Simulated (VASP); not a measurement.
Input of a VASP 6.6.1 run:

The input INCAR:

```
PREC = Accurate ; ENCUT = 520
EDIFF = 1E-6 ; ISMEAR = 0
SIGMA = 0.05 ; LREAL = False
LASPH = True ; NELM = 150
ALGO = Normal ; ISIF = 2
LWAVE = False ; LCHARG = False
ISPIN = 2 ; MAGMOM = 0 0 0 0 2
LORBIT = 11 ; LDIPOL = True
IDIPOL = 3 ; DIPOL = 0.5 0.5 0.344
NBANDS = 22
```

File KPOINTS:

```
regular mesh
0
Gamma
  7 7 1
```

The input POSCAR:

```
Si
1.0
    3.8195065206      0.0000000000      0.0000000000
    0.0000000000      3.8195065206      0.0000000000
    0.0000000000      0.0000000000     21.0645252450
Si
5
Direct
    0.0000000000      0.5000000000      0.1898927203
    0.0000000000      0.0000000000      0.2540004780
    0.5000000000      0.0000000000      0.3202822601
    0.5000000000      0.5000000000      0.3828486591
    0.5000000000      0.5000000000      0.5713171840
```

Potentials or basis: VASP PAW LDA potentials, release 64 (Si).

Launch:

```sh
$ cat potpaw_LDA.64/Si/POTCAR > POTCAR
$ mpirun -np 1 vasp_std > vasp.out
```

Q: Predict the site moments.

A: Si -0.00, +0.03 (each value once) μB.

Q: Predict the net moment.

A: 0.11 μB per cell.

Q: Estimate the largest force.

A: 0.692 eV/Å.

Forces in eV/Å, atoms in the order of the input:
```
Si   0.000  0.000  0.124
Si   0.000  0.000  0.021
Si   0.000  0.000  0.021
Si   0.000  0.000  0.526
Si   0.000  0.000 -0.692
```
